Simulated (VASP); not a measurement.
# InAs (F-43m) in VASP: notebook, part 2 of 3

VASP 6.6.1. Earlier steps stand in the parts before.

**3. Relaxation of cell and atoms, BLYP**

The input, INCAR:

```
SYSTEM = InAs
PREC = Accurate
ENCUT = 600
EDIFF = 1E-7
ISMEAR = -1
SIGMA = 0.05
LREAL = .FALSE.
LASPH = .TRUE.
NELM = 80
ALGO = Normal
ISIF = 3
LWAVE = .FALSE.
LCHARG = .FALSE.
GGA = B5
ALDAX = 1.0
AGGAX = 1.0
AGGAC = 1.0
ALDAC = 0.0
IBRION = 2
NSW = 80
EDIFFG = -0.005
```

The input, KPOINTS:

```
regular mesh
0
G
  8 8 8
  0 0 0
```

The input, POSCAR:

```
InAs
1.0
    0.0000000000      3.0180000000      3.0180000000
    3.0180000000      0.0000000000      3.0180000000
    3.0180000000      3.0180000000      0.0000000000
In As
1 1
Direct
    0.0000000000      0.0000000000      0.0000000000
    0.7500000000      0.7500000000      0.7500000000
```

Potentials or basis: VASP PAW PBE potentials, release 64 (In_d, As).

The run is started by

```
$ cat potpaw_PBE.64/In_d/POTCAR potpaw_PBE.64/As/POTCAR > POTCAR
$ mpirun -np 1 vasp_std > vasp.out
```

OUTCAR:

```text
SYSTEM = InAs
   PREC = Accurate
   ENCUT = 600
   EDIFF = 1E-7
   ISMEAR = -1
   LREAL = .FALSE.
   LASPH = .TRUE.
   NELM = 80
   ISIF = 3
   GGA = B5
   IBRION = 2
   NSW = 80
   EDIFFG = -0.005

 ion  position               nearest neighbor table
   1  0.000  0.000  0.000-   2 2.61   2 2.61   2 2.61   2 2.61
   2  0.750  0.750  0.750-   1 2.61   1 2.61   1 2.61   1 2.61

  LATTYP: Found a face centered cubic cell.
 ALAT       =     6.0360000000

  Lattice vectors:

 A1 = (   0.0000000000,   3.0180000000,   3.0180000000)
 A2 = (   3.0180000000,   0.0000000000,   3.0180000000)
 A3 = (   3.0180000000,   3.0180000000,   0.0000000000)

Analysis of symmetry for initial positions (statically):
=====================================================================
 Subroutine PRICEL returns:
 Original cell was already a primitive cell.

 Routine SETGRP: Setting up the symmetry group for a
 face centered cubic supercell.

 Subroutine GETGRP returns: Found 24 space group operations
 (whereof 24 operations were pure point group operations)
 out of a pool of 48 trial point group operations.

The static configuration has the point symmetry T_d .

Analysis of symmetry for dynamics (positions and initial velocities):
=====================================================================
 Subroutine PRICEL returns:
 Original cell was already a primitive cell.

 Routine SETGRP: Setting up the symmetry group for a
 face centered cubic supercell.

 Subroutine GETGRP returns: Found 24 space group operations
 (whereof 24 operations were pure point group operations)
 out of a pool of 48 trial point group operations.

The dynamic configuration has the point symmetry T_d .

 Subroutine INISYM returns: Found 24 space group operations
 (whereof 24 operations are pure point group operations),
 and found     1 'primitive' translations

----------------------------------------------------------------------------------------

                                     Primitive cell

  volume of cell :      54.9778

  direct lattice vectors                    reciprocal lattice vectors
     0.000000000  3.018000000  3.018000000    -0.165672631  0.165672631  0.165672631
     3.018000000  0.000000000  3.018000000     0.165672631 -0.165672631  0.165672631
     3.018000000  3.018000000  0.000000000     0.165672631  0.165672631 -0.165672631

  length of vectors
     4.268096531  4.268096531  4.268096531     0.286953414  0.286953414  0.286953414

  position of ions in fractional coordinates (direct lattice)
     0.000000000  0.000000000  0.000000000
     0.750000000  0.750000000  0.750000000

  ion indices of the primitive-cell ions
   primitive index   ion index
                 1           1
                 2           2

----------------------------------------------------------------------------------------

 KPOINTS: regular mesh

Automatic generation of k-mesh.
 Grid dimensions read from file:
 generate k-points for:    8    8    8

 Generating k-lattice:

  Cartesian coordinates                     Fractional coordinates (reciprocal lattice)
    -0.020709079  0.020709079  0.020709079     0.125000000  0.000000000  0.000000000
     0.020709079 -0.020709079  0.020709079     0.000000000  0.125000000  0.000000000
     0.020709079  0.020709079 -0.020709079     0.000000000  0.000000000  0.125000000

  Length of vectors
     0.035869177  0.035869177  0.035869177

  Shift w.r.t. Gamma in fractional coordinates (k-lattice)
     0.000000000  0.000000000  0.000000000

 Subroutine IBZKPT returns following result:
 ===========================================

 Found     29 irreducible k-points:

 Following reciprocal coordinates:
            Coordinates               Weight
  0.000000  0.000000  0.000000      1.000000
  0.125000  0.000000  0.000000      8.000000
  0.250000  0.000000  0.000000      8.000000
  0.375000  0.000000  0.000000      8.000000
  0.500000  0.000000  0.000000      4.000000
  0.125000  0.125000  0.000000      6.000000
[... 16 lines left out ...]
  0.500000  0.250000  0.125000     48.000000
 -0.375000  0.250000  0.125000     24.000000
 [... further k-points ...]
   k-points           NKPTS =     29   k-points in BZ     NKDIM =     29   number of bands    NBANDS=     13
   number of dos      NEDOS =    301   number of ions     NIONS =      2
   total plane-waves  NPLWV =  46656
   dimension x,y,z NGX =    36 NGY =   36 NGZ =   36
   dimension x,y,z NGXF=    72 NGYF=   72 NGZF=   72
   ions per type =               1   1
   NGX,Y,Z   is equivalent  to a cutoff of  14.02, 14.02, 14.02 a.u.
   NGXF,Y,Z  is equivalent  to a cutoff of  28.04, 28.04, 28.04 a.u.
 SYSTEM =  InAs
   PREC   = accura    normal or accurate (medium, high low for compatibility)
   ISTART =      0    job   : 0-new  1-cont  2-samecut
   ICHARG =      2    charge: 1-file 2-atom 10-const
   ISPIN  =      1    spin polarized calculation?
   LNONCOLLINEAR =      F non collinear calculations
   LSORBIT =      F    spin-orbit coupling
   LASPH  =      T    aspherical Exc in radial PAW
   ENCUT  =  600.0 eV  44.10 Ry    6.64 a.u.   8.52  8.52  8.52*2*pi/ulx,y,z
   NELM   =     80;   NELMIN=  2; NELMDL= -5     # of ELM steps
   EDIFF  = 0.1E-06   stopping-criterion for ELM
   LREAL  =      F    real-space projection
   EDIFFG = -.5E-02   stopping-criterion for IOM
   NSW    =     80    number of steps for IOM
   IBRION =      2    ionic relax: 0-MD 1-quasi-New 2-CG
   NFREE  =      1    steps in history (QN), initial steepest desc. (CG)
   ISIF   =      3    stress and relaxation
   ISYM   =      2    0-nonsym 1-usesym 2-fastsym
   POTIM  = 0.5000    time-step for ionic-motion
   TEBEG  =    0.0;   TEEND  =   0.0 temperature during run
   PSTRESS=    0.0 pullay stress
   NELECT =      18.0000    total number of electrons
   NUPDOWN=      -1.0000    fix difference up-down
   EMIN   =  10.00;   EMAX   =-10.00  energy-range for DOS
   EFERMI =   0.00;   METHOD = LEGACY
   ISMEAR =    -1;   SIGMA  =   0.05  broadening in eV -4-tet -1-fermi 0-gaus
   EFERMI_NEDOS =   21; number of points for ismear=-14 and -15
   IALGO  =     38    algorithm
   IMIX   =      4    mixing-type and parameters
     AMIX     =   0.40;   BMIX     =  1.00
     AMIX_MAG =   1.60;   BMIX_MAG =  1.00
  volume/ion in A,a.u.               =      27.49       185.50
  Fermi-wavevector in a.u.,A,eV,Ry     =   1.128331  2.132236 17.321990  1.273130
  Thomas-Fermi vector in A             =   2.265020
   LORBIT       =      0    0 simple, 1 ext, 2 COOP (PROOUT), +10 PAW based schemes
   GGA     = B5    functional components
   LHFCALC =     F    Hartree Fock is set to
   AEXX    =    0.0000 exact exchange contribution
   IVDW    =     0    specifies the selected vdW correction
   LEPSILON=     F    determine dielectric tensor
   LRPA    =     F    only Hartree local field effects (RPA)
 conjugate gradient relaxation of ions
 non-spin polarized calculation
  energy-cutoff  :      600.00
  volume of cell :       54.98
 maximum number of plane-waves:      1856
 NGX is ok and might be reduce to    36
   NGX = 17   NGY = 17   NGZ = 17

--------------------------------------- Ionic step        1  -------------------------------------------

 number of electron      18.0000003 magnetization

 Free energy of the ion-electron system (eV)
  ---------------------------------------------------
  ext. energy  EPLUGINS =         0.00000000
  ---------------------------------------------------
  free energy    TOTEN  =        -6.36161905 eV

  energy without entropy =       -6.36107685  energy(sigma->0) =       -6.36134795

 E-fermi :   5.0424     XC(G=0):  -8.5488

 val. band max:        4.9947113934   @ k =   0.0000   0.0000   0.0000
 cond. band min:       5.9456585059   @ k =   0.5000   0.0000   0.0000
 fundamental gap:      0.9509471125
 Fermi energy:         5.0423986880

 k-point     1 :       0.0000    0.0000    0.0000
  band No.  band energies     occupation
      1      -9.4518      2.00000
      2      -9.4518      2.00000
      3      -9.4518      2.00000
      4      -9.3216      2.00000
      5      -9.3216      2.00000
      6      -6.9271      2.00000
      7       4.7299      1.99615
      8       4.9947      1.44374
      9       4.9947      1.44374
     10       4.9947      1.44374
     11       8.9117      0.00000
     12       8.9117      0.00000
     13       8.9117      0.00000
[... 509 lines left out ...]
  energy  without entropy=       -6.5316603715  energy(sigma->0) =       -6.53197969

--------------------------------------- Ionic step        5  -------------------------------------------

 number of electron      18.0000003 magnetization

 Free energy of the ion-electron system (eV)
  ---------------------------------------------------
  ext. energy  EPLUGINS =         0.00000000
  ---------------------------------------------------
  free energy    TOTEN  =        -6.53231927 eV

  energy without entropy =       -6.53168194  energy(sigma->0) =       -6.53200060

 E-fermi :   3.7381     XC(G=0):  -7.9864

 val. band max:        3.6789013256   @ k =   0.0000   0.0000   0.0000
 cond. band min:       4.3325731527   @ k =   0.5000   0.0000   0.0000
 fundamental gap:      0.6536718271
 Fermi energy:         3.7380693394

 k-point     1 :       0.0000    0.0000    0.0000
  band No.  band energies     occupation
      1     -10.5346      2.00000
      2     -10.5346      2.00000
      3     -10.5346      2.00000
      4     -10.4525      2.00000
      5     -10.4525      2.00000
      6      -7.4472      2.00000
      7       2.7069      2.00000
      8       3.6789      1.53111
      9       3.6789      1.53111
     10       3.6789      1.53110
     11       7.5038      0.00000
     12       7.5038      0.00000
     13       7.5038      0.00000
[... 397 lines left out ...]
  FREE ENERGIE OF THE ION-ELECTRON SYSTEM (eV)
  ---------------------------------------------------
  free  energy   TOTEN  =        -6.5323192700 eV

  energy  without entropy=       -6.5316819366  energy(sigma->0) =       -6.53200060

 reached required accuracy - stopping structural energy minimisation
```

CONTCAR:

```text
InAs
   1.00000000000000
     0.0000000000000000    3.1597866195785760    3.1597866195785760
     3.1597866195785760   -0.0000000000000000    3.1597866195785760
     3.1597866195785760    3.1597866195785760   -0.0000000000000000
  In              As
     1     1
Direct
     1.0000000000000000    1.0000000000000000    0.0000000000000000
     0.7500000000000000    0.7500000000000000    0.7500000000000000

  0.00000000E+00  0.00000000E+00  0.00000000E+00
  0.00000000E+00  0.00000000E+00  0.00000000E+00
```

It took 2.9 min on 1 thread of Intel Xeon 6975P-C, shared host; peak memory 0.23 GiB.

What came out:

```
Free energy                            : -6.5323 eV
Relaxed volume                         : 31.55 Å³/atom
Relaxed cell                           : a = 4.469 Å, b = 4.469 Å, c = 4.469 Å, α = 60.00°, β = 60.00°, γ = 60.00°
Space group after relaxing (to 0.05 Å) : F-43m (No. 216)
Energy gained by relaxing              : 85.4 meV/atom
Ionic steps                            : 5
Pressure after relaxing                : 0.0 GPa
Band gap on the k mesh                 : zero (filled and empty bands touch)
```

The path:
```tsv
step	energy change (eV)	largest force (eV/Å)	pressure (GPa)	volume (Å³)
1	0.0000	0.0000	7.69	54.98
2	-0.1541	0.0000	-1.67	66.16
3	-0.1707	0.0000	0.04	63.05
4	-0.1707	0.0000	-0.07	63.22
5	-0.1707	0.0000	0.01	63.10
```

Final structure:
```xyz
2
Lattice="0.0000 3.1598 3.1598 3.1598 0.0000 3.1598 3.1598 3.1598 0.0000" Properties=species:S:1:pos:R:3 pbc="T T T"
In    3.1598    3.1598    6.3196
As    4.7397    4.7397    4.7397
```

Levels at points of the mesh, in eV from the Fermi level:
```
           k point  band 6  band 7  band 8  band 9  band 10  band 11  band 12  band 13
(0.00, 0.00, 0.00)  -11.19   -1.03   -0.06   -0.06    -0.06     3.77     3.77     3.77
(0.50, 0.00, 0.00)  -10.10   -5.23   -0.87   -0.87     0.59     4.55     4.55     6.65
(0.50, 0.50, 0.00)   -9.70   -5.41   -1.96   -1.96     1.78     1.97     8.22     8.22
```

Caveat: the PAW data sets were made with another functional, which shifts forces and pressure a little; spin-orbit coupling is left out, which moves the levels of the heavy elements; the volume moved by +15 % from the deposited cell, more than functionals usually miss. Zero-point motion and thermal expansion aren't in these numbers.

[end of part 2 of 3]
